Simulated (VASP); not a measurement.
# TePb in VASP: notebook

The runs below take TePb through dielectric tensor, with r2SCAN.

Everything below comes from runs of VASP 6.6.1. Logs are shortened: lines on timing, memory, paths and dates and some standing lists are left out, and cuts for length are marked.

### Step 1. The cell of the first run

It takes space group I4/mmm (No. 139, tetragonal). Conventional cell: a = 4.621 Å, b = 4.621 Å, c = 6.470 Å, α = 90.00°, β = 90.00°, γ = 90.00°. Within 4.3 Å of Pb (site symmetry 4/mmm) lie 6 Te at 3.24 to 3.27 Å. Within 4.3 Å of Te (site symmetry 4/mmm) lie 6 Pb at 3.24 to 3.27 Å.

### Step 2. Dielectric tensor, r2SCAN (uniaxial z strain -1.0%)

The input, INCAR:

```
  PREC = Accurate
  ENCUT = 520
  EDIFF = 1E-8
  ISMEAR = 0
  SIGMA = 0.01
  LREAL = False
  LASPH = True
  NELM = 80
  ALGO = Normal
  ISIF = 2
  LWAVE = False
  LCHARG = False
  METAGGA = R2SCAN
  LMIXTAU = True
  LCALCEPS = True
```

The input, KPOINTS:

```
regular mesh
0
Gamma
  6 6 6
```

The input, POSCAR:

```
TePb
1.0
    0.0000000000      3.2678368488      3.2351584803
    3.2678368488      0.0000000000      3.2351584803
    3.2678368488      3.2678368488      0.0000000000
Pb Te
1 1
Direct
    0.0000000000      0.0000000000      0.0000000000
    0.5000000000      0.5000000000      0.5000000000
```

Potentials or basis: VASP PAW PBE potentials, release 64 (Pb_d, Te).

Command:

```bash
$ cat potpaw_PBE.64/Pb_d/POTCAR potpaw_PBE.64/Te/POTCAR > POTCAR
$ mpirun -np 1 vasp_std > vasp.out
```

OUTCAR:

```text
PREC = Accurate
   ENCUT = 520
   EDIFF = 1E-8
   ISMEAR = 0
   LREAL = False
   LASPH = True
   NELM = 80
   ISIF = 2
   METAGGA = R2SCAN

 ion  position               nearest neighbor table
   1  0.000  0.000  0.000-   2 3.24   2 3.24   2 3.27   2 3.27   2 3.27   2 3.27
   2  0.500  0.500  0.500-   1 3.24   1 3.24   1 3.27   1 3.27   1 3.27   1 3.27

  LATTYP: Found a body centered tetragonal cell.
 ALAT       =     4.6214191912
 C/A-ratio  =     1.4000714267

  Lattice vectors:

 A1 = (   0.0000000000,  -3.2678368488,  -3.2351584803)
 A2 = (   0.0000000000,   3.2678368488,  -3.2351584803)
 A3 = (   3.2678368488,   0.0000000000,   3.2351584803)

Analysis of symmetry for initial positions (statically):
=====================================================================
 Subroutine PRICEL returns:
 Original cell was already a primitive cell.

 Routine SETGRP: Setting up the symmetry group for a
 body centered tetragonal supercell.

 Subroutine GETGRP returns: Found 16 space group operations
 (whereof 16 operations were pure point group operations)
 out of a pool of 16 trial point group operations.

The static configuration has the point symmetry D_4h.

Analysis of symmetry for dynamics (positions and initial velocities):
=====================================================================
 Subroutine PRICEL returns:
 Original cell was already a primitive cell.

 Routine SETGRP: Setting up the symmetry group for a
 body centered tetragonal supercell.

 Subroutine GETGRP returns: Found 16 space group operations
 (whereof 16 operations were pure point group operations)
 out of a pool of 16 trial point group operations.

The dynamic configuration has the point symmetry D_4h.

 Subroutine INISYM returns: Found 16 space group operations
 (whereof 16 operations are pure point group operations),
 and found     1 'primitive' translations

----------------------------------------------------------------------------------------

                                     Primitive cell

  volume of cell :      69.0949

  direct lattice vectors                    reciprocal lattice vectors
     0.000000000  3.267836849  3.235158480    -0.153006415  0.153006415  0.154551934
     3.267836849  0.000000000  3.235158480     0.153006415 -0.153006415  0.154551934
     3.267836849  3.267836849  0.000000000     0.153006415  0.153006415 -0.154551934

  length of vectors
     4.598370153  4.598370153  4.621419191     0.265910184  0.265910184  0.265910184

  position of ions in fractional coordinates (direct lattice)
     0.000000000  0.000000000  0.000000000
     0.500000000  0.500000000  0.500000000

  ion indices of the primitive-cell ions
   primitive index   ion index
                 1           1
                 2           2

----------------------------------------------------------------------------------------

 KPOINTS: regular mesh

Automatic generation of k-mesh.
 Grid dimensions read from file:
 generate k-points for:    6    6    6

 Generating k-lattice:

  Cartesian coordinates                     Fractional coordinates (reciprocal lattice)
    -0.025501069  0.025501069  0.025758656     0.166666667  0.000000000  0.000000000
     0.025501069 -0.025501069  0.025758656     0.000000000  0.166666667  0.000000000
     0.025501069  0.025501069 -0.025758656    -0.000000000 -0.000000000  0.166666667

  Length of vectors
     0.044318364  0.044318364  0.044318364

  Shift w.r.t. Gamma in fractional coordinates (k-lattice)
     0.000000000  0.000000000  0.000000000

 Subroutine IBZKPT returns following result:
 ===========================================

 Found     30 irreducible k-points:

[... 38 lines left out ...]
   ICHARG =      2    charge: 1-file 2-atom 10-const
   ISPIN  =      1    spin polarized calculation?
   LNONCOLLINEAR =      F non collinear calculations
   LSORBIT =      F    spin-orbit coupling
   LASPH  =      T    aspherical Exc in radial PAW
   ENCUT  =  520.0 eV  38.22 Ry    6.18 a.u.   8.55  8.55  8.59*2*pi/ulx,y,z
   NELM   =     80;   NELMIN=  2; NELMDL= -5     # of ELM steps
   EDIFF  = 0.1E-07   stopping-criterion for ELM
   LREAL  =      F    real-space projection
   EDIFFG = 0.1E-06   stopping-criterion for IOM
   NSW    =      0    number of steps for IOM
   IBRION =     -1    ionic relax: 0-MD 1-quasi-New 2-CG
   NFREE  =      0    steps in history (QN), initial steepest desc. (CG)
   ISIF   =      2    stress and relaxation
   ISYM   =      2    0-nonsym 1-usesym 2-fastsym
   POTIM  = 0.5000    time-step for ionic-motion
   TEBEG  =    0.0;   TEEND  =   0.0 temperature during run
   PSTRESS=    0.0 pullay stress
   NELECT =      20.0000    total number of electrons
   NUPDOWN=      -1.0000    fix difference up-down
   EMIN   =  10.00;   EMAX   =-10.00  energy-range for DOS
   EFERMI =   0.00;   METHOD = LEGACY
   ISMEAR =     0;   SIGMA  =   0.01  broadening in eV -4-tet -1-fermi 0-gaus
   EFERMI_NEDOS =   21; number of points for ismear=-14 and -15
   IALGO  =     38    algorithm
   IMIX   =      4    mixing-type and parameters
     AMIX     =   0.40;   BMIX     =  1.00
     AMIX_MAG =   1.60;   BMIX_MAG =  1.00
  volume/ion in A,a.u.               =      34.55       233.14
  Fermi-wavevector in a.u.,A,eV,Ry     =   1.082936  2.046452 15.956233  1.172750
  Thomas-Fermi vector in A             =   2.218990
   LORBIT       =      0    0 simple, 1 ext, 2 COOP (PROOUT), +10 PAW based schemes
   METAGGA = R2SCAN    functional components
   LHFCALC =     F    Hartree Fock is set to
   AEXX    =    0.0000 exact exchange contribution
   IVDW    =     0    specifies the selected vdW correction
   LEPSILON=     F    determine dielectric tensor
   LRPA    =     F    only Hartree local field effects (RPA)
   LRPA       =     F
 non-spin polarized calculation
 Gauss-broadening in eV      SIGMA  =   0.01
  energy-cutoff  :      520.00
  volume of cell :       69.09
 maximum number of plane-waves:      1877
 NGX is ok and might be reduce to    36
   NGX = 17   NGY = 17   NGZ = 17

 Total electronic dipole moment: p[elc]=(     0.00000    -0.00000     0.00000 ) |e| Angst

 Total electronic dipole moment: p[elc]=(     0.00005    -0.00000    -0.00000 ) |e| Angst

 number of electron      20.0000003 magnetization

 Free energy of the ion-electron system (eV)
  ---------------------------------------------------
  ext. energy  EPLUGINS =         0.00000000
  ---------------------------------------------------
  free energy    TOTEN  =       -82.70408755 eV

  energy without entropy =      -82.70408755  energy(sigma->0) =      -82.70408755

 E-fermi :   5.2586     XC(G=0):  -9.7009

 val. band max:        5.2020068855   @ k =   0.0000   0.0000  -0.5000
 cond. band min:   10000.0000000000   @ k =   0.0000   0.0000   0.0000
 fundamental gap:   9994.7979931145
 Fermi energy:         5.2585533282

 k-point     1 :       0.0000    0.0000    0.0000
  band No.  band energies     occupation
      1     -12.1376      2.00000
      2     -12.1330      2.00000
      3     -12.1277      2.00000
      4     -12.1241      2.00000
      5     -12.1241      2.00000
      6      -7.1107      2.00000
      7      -0.4957      2.00000
      8       3.7334      2.00000
      9       3.8361      2.00000
     10       3.8361      2.00000
     11   10000.0000      0.00000
     12   10000.0000      0.00000
     13   10000.0000      0.00000
     14   10000.0000      0.00000
[... 377 lines left out ...]
      1     -12.1846      2.00000
      2     -12.1299      2.00000
      3     -12.1282      2.00000
      4     -12.1088      2.00000
      5     -12.1032      2.00000
      6      -5.5146      2.00000
      7      -2.6241      2.00000
      8       1.3288      2.00000
      9       2.6828      2.00000
     10       2.8522      2.00000
     11   10000.0000      0.00000
     12   10000.0000      0.00000
     13   10000.0000      0.00000
     14   10000.0000      0.00000

 [... further k-points ...]

------------------------ aborting loop because EDIFF is reached ----------------------------------------

            Ionic dipole moment: p[ion]=(   -19.60702   -19.60702   -19.41095 ) |e| Angst

 Total electronic dipole moment: p[elc]=(     0.00063     0.00063     0.08289 ) |e| Angst

 MACROSCOPIC STATIC DIELECTRIC TENSOR (including local field effects)
 ------------------------------------------------------
          22.087753     0.000000     0.000000
           0.000000    22.087753     0.000000
          -0.000000    -0.000000    22.707393
 ------------------------------------------------------

 PIEZOELECTRIC TENSOR (including local field effects) (e Angst)
          XX          YY          ZZ          XY          YZ          ZX
  --------------------------------------------------------------------------------
  x     0.00000     0.00000     0.00000     0.00000     0.00000     0.00000
  y     0.00000     0.00000     0.00000     0.00000     0.00000     0.00000
  z     0.00000     0.00000     0.00000     0.00000     0.00000     0.00000

 PIEZOELECTRIC TENSOR (including local field effects) (C/m^2)
          XX          YY          ZZ          XY          YZ          ZX
  --------------------------------------------------------------------------------
  x     0.00000     0.00000     0.00000     0.00000     0.00000     0.00000
  y     0.00000     0.00000     0.00000     0.00000     0.00000     0.00000
  z     0.00000     0.00000     0.00000     0.00000     0.00000     0.00000

 BORN EFFECTIVE CHARGES (including local field effects) (in |e|, cummulative output)
 ---------------------------------------------------------------------------------
 ion    1
    1     5.58218     0.00000    -0.00000
    2    -0.00000     5.58218     0.00000
    3    -0.00000    -0.00000     5.81235
 ion    2
    1    -5.58218    -0.00000     0.00000
    2     0.00000    -5.58218     0.00000
    3     0.00000     0.00000    -5.81235

  FORCE on cell =-STRESS in cart. coord.  units (eV):
  Direction    XX          YY          ZZ          XY          YZ          ZX
  --------------------------------------------------------------------------------------
  -------------------------------------------------------------------------------------
  Total        0.0209561      0.0209561      0.5199495      0.0000000      0.0000000     -0.0000000
  in kB        0.4859321      0.4859321     12.0566166      0.0000000      0.0000000     -0.0000000
  external PRESSURE =       4.3428269 kB  Pullay stress =       0.0000000 kB

 VOLUME and BASIS-vectors are now :
 -----------------------------------------------------------------------------
  energy-cutoff  :      520.00
  volume of cell :       69.09
      direct lattice vectors                 reciprocal lattice vectors
     0.000000000  3.267836849  3.235158480    -0.153006415  0.153006415  0.154551934
     3.267836849  0.000000000  3.235158480     0.153006415 -0.153006415  0.154551934
     3.267836849  3.267836849  0.000000000     0.153006415  0.153006415 -0.154551934

 POSITION                                       TOTAL-FORCE (eV/Angst)
 -----------------------------------------------------------------------------------
      0.00000      0.00000      0.00000         0.000000      0.000000      0.000000
      3.26784      3.26784      3.23516         0.000000      0.000000      0.000000
 -----------------------------------------------------------------------------------
    total drift:                               -0.000000      0.000000      0.000000

  FREE ENERGIE OF THE ION-ELECTRON SYSTEM (eV)
  ---------------------------------------------------
  free  energy   TOTEN  =       -82.7040875502 eV

  energy  without entropy=      -82.7040875502  energy(sigma->0) =      -82.70408755
```

Run time: 63 min. Hardware: 1 thread of Intel Xeon Platinum 8488C (Sapphire Rapids), shared host; peak memory 0.59 GiB.

What came out:

```yaml
Band_gap_on_the_k_mesh: 1.07 eV
Electronic_dielectric_tensor_diagonal: 22.09, 22.09, 22.71
Born_charges_mean_of_the_diagonal: Pb +5.66; Te -5.66 e
```

Electronic dielectric tensor:
```
22.09  0.00  0.00
 0.00 22.09  0.00
 0.00  0.00 22.71
```

Born effective charge tensors (e):
atom 1, Pb
```
5.58 0.00 0.00
0.00 5.58 0.00
0.00 0.00 5.81
```
atom 2, Te
```
-5.58  0.00  0.00
 0.00 -5.58  0.00
 0.00  0.00 -5.81
```

Dipole moments of the cell (e·Å, modulo the quantum): ionic -19.607, -19.607, -19.411; electronic 0.001, 0.001, 0.083

Caveat: the cell differs from its parent crystal (uniaxial z strain -1.0%); the PAW data sets were made with another functional, which shifts forces and pressure a little; spin-orbit coupling is left out, which moves the levels of the heavy elements. A k mesh can miss the band edges.

(Part 1 of 2 ends here.)
